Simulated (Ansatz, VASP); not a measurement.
# One calculation of Fe, two programs

```
Fe
1.0
    -1.41579    1.41579    1.41579
     1.41579   -1.41579    1.41579
     1.41579    1.41579   -1.41579
Fe
1
Cartesian
  0.0000 0.0000 0.0000
```

Alike in both runs: functional PBE; k mesh 20 × 20 × 20; occupations gaussian, width 0.1 eV; collinear spin.

Ansatz relaxed the structure, and its values are those at the end. VASP's run is a single point on that final structure, the one shown.

```csv
,VASP,Ansatz
version,VASP 6.6.1,Ansatz 0.2.0
potentials or method,"VASP PAW PBE potentials, release 64 (Fe), cutoff 520 eV","scalar-relativistic, plane waves, PAW"
valence electrons in the cell,8,16
```

|  | VASP | Ansatz | Ansatz less VASP |
| --- | --- | --- | --- |
| gap on the k mesh at the Fermi level (eV) | none | none | - |
| pressure (GPa) | -0.1 | 0.0 | +0.17 |
| net moment per atom (μB) | 2.19 | 2.17 | -0.026 |
| size of the moment on the site where the two differ most (μB) | 2.19 | 2.22 | +0.023 |

Site moments also hang on the region over which each program counts them. A gap of «none» marks a metal or a gap that the smearing closes. VASP's potentials hold 8 valence electrons a cell and Ansatz's 16, so a difference there can come from the potentials and not from the codes.
